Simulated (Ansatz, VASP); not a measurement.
**BaS: VASP beside Ansatz**

```
CELL_PARAMETERS angstrom
0.00000 3.19375 3.24964
3.19375 0.00000 3.24964
3.19375 3.19375 0.00000
ATOMIC_POSITIONS crystal
Ba 0.00000 0.00000 0.00000
S 0.50000 0.50000 0.50000
```

Change from the starting cell: strain +0.0175 x Voigt [0, 0, 1, 0, 0, 0], atoms carried along.

Alike in both runs: task single point; functional PBE; k mesh 8 × 8 × 8; occupations gaussian, width 0.05 eV; no spin polarisation.

|  | VASP | Ansatz |
| --- | --- | --- |
| version | VASP 6.6.1 | Ansatz 0.2.0 |
| potentials or method | VASP PAW PBE potentials, release 64 (Ba_sv, S), cutoff 520 eV | scalar-relativistic, plane waves, PAW |
| valence electrons in the cell | 16 | 16 |

```csv
,VASP,Ansatz,Ansatz less VASP
gap on the k mesh at the Fermi level (eV),2.11,2.21,+0.097
least direct gap on the mesh (eV),2.26,2.32,+0.064
pressure (GPa),0.7,0.1,-0.56
"traceless stress, the component that is largest in VASP (GPa)",-0.90,-0.82,+0.084
```

Neither program's run includes spin-orbit coupling.
